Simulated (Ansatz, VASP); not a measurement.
BN in VASP and in Ansatz

The input INCAR:

```
PREC = Accurate
ENCUT = 600
EDIFF = 1E-6
ISMEAR = 0
SIGMA = 0.01
LREAL = False
LASPH = True
NELM = 120
ALGO = Normal
ISIF = 2
LWAVE = False
LCHARG = True
GGA = CA
LELF = True
LVHAR = True
NBANDS = 16
GGA_COMPAT = False
```

KPOINTS

```
regular mesh
0
Gamma
  12 12 4
```

Contents of POSCAR:

```
BN
1.0
    2.5008383104      0.0000000000      0.0000000000
   -1.2504191552      2.1657895075      0.0000000000
    0.0000000000      0.0000000000      6.8931205922
B N
2 2
Direct
    0.3333333333      0.6666666667      0.2500000000
    0.6666666667      0.3333333333      0.7500000000
    0.6666666667      0.3333333333      0.2500000000
    0.3333333333      0.6666666667      0.7500000000
```

Input for Ansatz:

```yaml
crystal:
  lattice:
    - [2.5008383104, 0.0, 0.0]
    - [-1.2504191552, 2.1657895075, 0.0]
    - [0.0, 0.0, 6.8931205922]
  atoms:
    - { symbol: B, position: [0.3333333333, 0.6666666667, 0.25] }
    - { symbol: B, position: [0.6666666667, 0.3333333333, 0.75] }
    - { symbol: "N", position: [0.6666666667, 0.3333333333, 0.25] }
    - { symbol: "N", position: [0.3333333333, 0.6666666667, 0.75] }
kpoints:
  mp_grid: { grid: [12, 12, 4] }
  band_path:
    path:
      - [0.0, 0.0, 0.0]
      - [0.5, 0.0, 0.0]
      - [0.3333333333, 0.3333333333, 0.0]
      - [0.0, 0.0, 0.5]
      - [0.5, 0.0, 0.5]
      - [0.3333333333, 0.3333333333, 0.5]
      - [0.0, 0.5, 0.0]
    npoints: 1
hamiltonian:
  xc: lda
scf:
  occupations: { method: fixed }
  n_extra_bands: 5
output:
  forces: true
  stress: true
  eigenvalues: true
```

Alike in both runs: task single point; functional LDA; k mesh 12 × 12 × 4; no spin polarisation.

```csv
,VASP,Ansatz
version,VASP 6.6.1,Ansatz 0.2.0
potentials or method,"VASP PAW LDA potentials, release 64 (B, N)","plane waves, PAW"
plane-wave cutoff (eV),600,420
occupations,"gaussian, width 0.01 eV",fixed
valence electrons in the cell,16,16
```

VASP gave:

| Quantity | Value |
| --- | --- |
| gap on the k mesh at the Fermi level (eV) | 4.14 |
| pressure (GPa) | -3.5 |
| traceless stress, the component that is largest in VASP (GPa) | 2.15 |

Problem. What did Ansatz give for the same quantities?

Solution. gap on the k mesh at the Fermi level (eV): 4.15; pressure (GPa): -3.8; traceless stress, the component that is largest in VASP (GPa): 2.66.

LDA's correlation is that of Perdew and Zunger in VASP and of Perdew and Wang (1992) in Ansatz.
